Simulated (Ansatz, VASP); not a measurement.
One calculation of I, two programs

INCAR

```
SYSTEM = I
PREC     = Accurate       ! precision mode
ENCUT    = 520            ! plane-wave cutoff, eV
EDIFF    = 1E-7           ! SCF threshold, eV
ISMEAR   = 0              ! smearing method
SIGMA    = 0.1            ! smearing width, eV
LREAL    = .FALSE.        ! projectors in reciprocal space
LASPH    = .TRUE.         ! aspherical terms in the spheres
NELM     = 80             ! most SCF steps
ALGO     = Normal         ! electronic algorithm
ISIF     = 2              ! what is computed and relaxed
LWAVE    = .FALSE.        ! write WAVECAR
LCHARG   = .TRUE.         ! write CHGCAR
GGA      = PE             ! functional
LELF     = .TRUE.         ! ELF
LVHAR    = .TRUE.       
NBANDS   = 14             ! bands
```

The input KPOINTS:

```
regular mesh
0
G
  12 6 18
  0 0 0
```

Contents of POSCAR:

```
I
1.0
    4.8539808648      0.0000000000      0.0000000000
    0.0000000000      9.0052301322      0.0000000000
   -1.7756285009      0.0000000000      2.3657246205
I
2
Direct
    0.5000000000      0.0000000000      0.5000000000
    0.0000000000      0.5000000000      0.5000000000
```

Input for Ansatz:

```yaml
crystal:
  lattice:
    - [4.8539808648, 0.0, 0.0]
    - [0.0, 9.0052301322, 0.0]
    - [-1.7756285009, 0.0, 2.3657246205]
  atoms:
    - { symbol: I, position: [0.5, 0.0, 0.5] }
    - { symbol: I, position: [0.0, 0.5, 0.5] }
basis:
  ecutwfc: 420
kpoints:
  mp_grid: { grid: [12, 6, 18] }
hamiltonian:
  xc: pbe
scf:
  occupations: { method: gaussian, width: 0.1 }
output:
  forces: true
  stress: true
  eigenvalues: true
```

Alike in both runs: task single point; functional PBE; k mesh 12 × 6 × 18; occupations gaussian, width 0.1 eV; no spin polarisation.

|  | VASP | Ansatz |
| --- | --- | --- |
| version | VASP 6.6.1 | Ansatz 0.2.0 |
| potentials or method | VASP PAW PBE potentials, release 64 (I), cutoff 520 eV | scalar-relativistic, plane waves, PAW |
| valence electrons in the cell | 14 | 34 |

VASP gave:

| Quantity | Value |
| --- | --- |
| gap on the k mesh at the Fermi level (eV) | none |
| pressure (GPa) | 0.0 |
| traceless stress, the component that is largest in VASP (GPa) | -0.11 |

Question: Estimate Ansatz's values.

Answer: gap on the k mesh at the Fermi level (eV): none; pressure (GPa): 0.0; traceless stress, the component that is largest in VASP (GPa): -0.07.

A gap of «none» marks a metal or a gap that the smearing closes. VASP's potentials hold 14 valence electrons a cell and Ansatz's 34, so a difference there can come from the potentials and not from the codes.

Spin-orbit coupling is off throughout.
